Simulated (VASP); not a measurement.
WS2: single point with PBEsol+D3(BJ)

The system is WS2, a slab with vacuum.

```
W S
1.0
     3.12394    0.00000    0.00000
    -1.56197    2.70541    0.00000
     0.00000    0.00000   16.93754
W S
1 2
Direct
  0.33333 0.66667 0.00040
  0.65694 0.33333 0.90599
  0.67640 0.33333 0.09169
```

This cell differs from its parent crystal: mode 4 frozen in at -0.030 Å and mode 9 at -0.020 Å (largest displacements).

| Quantity | Value |
| --- | --- |
| Program | VASP 6.6.1 |
| Task | single point |
| Functional | PBEsol |
| Dispersion | D3(BJ) |
| Potentials or basis | VASP PAW PBE potentials, release 64 (W_sv, S) |
| Cutoff | 520 eV |
| k mesh | 12 × 12 × 2 |
| Occupations | gaussian, width 0.05 eV |
| Spin | no spin polarisation |

```json
{"Largest force": "0.908 eV/Å", "Band gap on the k mesh": "1.98 eV, indirect (least direct gap 2.04 eV)", "Dispersion energy per atom": "-0.253 eV"}
```

Forces in eV/Å, atoms in the order of the input:
```
W    0.041  0.016 -0.907
S    0.299 -0.007  0.410
S   -0.339 -0.009  0.496
```

Levels at points of the mesh, in eV from the valence-band top:
| k point | band 11 | band 12 | band 13 | band 14 | band 15 | band 16 |
| --- | --- | --- | --- | --- | --- | --- |
| (0.00, 0.00, 0.00) | -1.51 | -1.51 | -0.20 | 2.95 | 3.04 | 3.21 |
| (0.50, 0.00, 0.00) | -2.26 | -1.13 | -0.99 | 3.11 | 3.47 | 4.09 |
| (0.00, 0.50, 0.00) | -2.26 | -1.12 | -0.98 | 3.11 | 3.47 | 4.10 |
| (0.50, 0.50, 0.00) | -2.27 | -1.12 | -0.97 | 3.11 | 3.48 | 4.10 |
| (0.00, 0.00, 0.50) | -1.51 | -1.51 | -0.20 | 2.95 | 3.04 | 3.21 |
| (0.50, 0.00, 0.50) | -2.26 | -1.13 | -0.99 | 3.11 | 3.47 | 4.09 |
| (0.00, 0.50, 0.50) | -2.26 | -1.12 | -0.98 | 3.11 | 3.47 | 4.10 |
| (0.50, 0.50, 0.50) | -2.27 | -1.12 | -0.97 | 3.11 | 3.48 | 4.10 |

Wall time 9 min on 1 thread of Oxide Virtual Turin-like Processor, on a shared host, peak memory 0.5 GiB.

Caveat: the cell differs from its parent crystal (mode 4 frozen in at -0.030 Å and mode 9 at -0.020 Å (largest displacements)); the PAW data sets were made with another functional, which shifts forces and pressure a little; spin-orbit coupling is left out, which moves the levels of the heavy elements.
